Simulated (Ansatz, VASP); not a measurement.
Given: the input of a run of VASP 6.6.1 on TiAl.

Contents of POSCAR:

```
TiAl
1.0
    3.1790640000      0.0000000000      0.0000000000
    0.0000000000      3.1790640000      0.0000000000
    0.0000000000      0.0000000000      3.1790640000
Ti Al
1 1
Direct
    0.0000000000      0.0000000000      0.0000000000
    0.5000000000      0.5000000000      0.5000000000
```

INCAR.step1

```
ALGO = Normal
EDIFF = 1E-5
ENCUT = 600
GGA = PE
ISMEAR = -1
LASPH = T
LCHARG = F
LREAL = F
LWAVE = T
NBANDS = 14
NELM = 80
PREC = Accurate
SIGMA = 0.05
```

The input INCAR.step2:

```
AEXX = 0.25
ALGO = Normal
EDIFF = 1E-7
EDIFFG = -0.01
ENCUT = 600
GGA = PS
IBRION = 2
ISIF = 3
ISMEAR = -1
ISTART = 1
LASPH = T
LCHARG = F
LHFCALC = T
LREAL = F
LWAVE = F
NELM = 80
NSW = 60
PREC = Accurate
PRECFOCK = Normal
SIGMA = 0.05
```

The input KPOINTS:

```
k-points
0
Gamma
  4 4 4
```

Potentials or basis: VASP PAW PBE potentials, release 64 (Ti_sv, Al).

Run with:

```console
$ cat potpaw_PBE.64/Ti_sv/POTCAR potpaw_PBE.64/Al/POTCAR > POTCAR
$ cp INCAR.step1 INCAR
$ mpirun -np 1 vasp_std > vasp.out
$ cp INCAR.step2 INCAR
$ mpirun -np 1 vasp_std > vasp.out
```

Set up the same calculation for Ansatz 0.2.0. Potentials there: Ansatz PAW.

As run (the cutoff follows the program's own potentials):

input

```
crystal:
  lattice:
    - [3.179064, 0.0, 0.0]
    - [0.0, 3.179064, 0.0]
    - [0.0, 0.0, 3.179064]
  atoms:
    - { symbol: Ti, position: [0.0, 0.0, 0.0] }
    - { symbol: Al, position: [0.5, 0.5, 0.5] }
hamiltonian:
  xc: { exchange: pbesol, correlation: pbesol, exx: { coeff: 0.25 } }
  pseudopotentials: { kind: paw }
kpoints:
  mp_grid: { grid: [4, 4, 4] }
scf:
  occupations: { method: fermi_dirac, width: 0.05 }
output:
  forces: true
  stress: true
  eigenvalues: true
relax:
  f_tol: 0.01
  max_steps: 40
  cell: { stress_tol: 0.05 }
```

Both were run:

|  | VASP | Ansatz | Ansatz less VASP |
| --- | --- | --- | --- |
| gap on the k mesh at the Fermi level, each at its own relaxed structure (eV) | none | none | - |
| relaxed volume (Å³/atom) | 15.62 | 15.66 | +0.037 |
| relaxed cell length with the largest relative difference (Å) | 3.150 | 3.152 | +0.0025 |

VASP's potentials were made for PBE, not for PBEsol-based global hybrid. A gap of «none» marks a metal or a gap that the smearing closes.

The k mesh is coarse, so the values compare programs but aren't converged. Noted on Ansatz's run: the plane-wave basis is chosen anew once the cell has moved, so the energies of steps on either side of that aren't comparable.
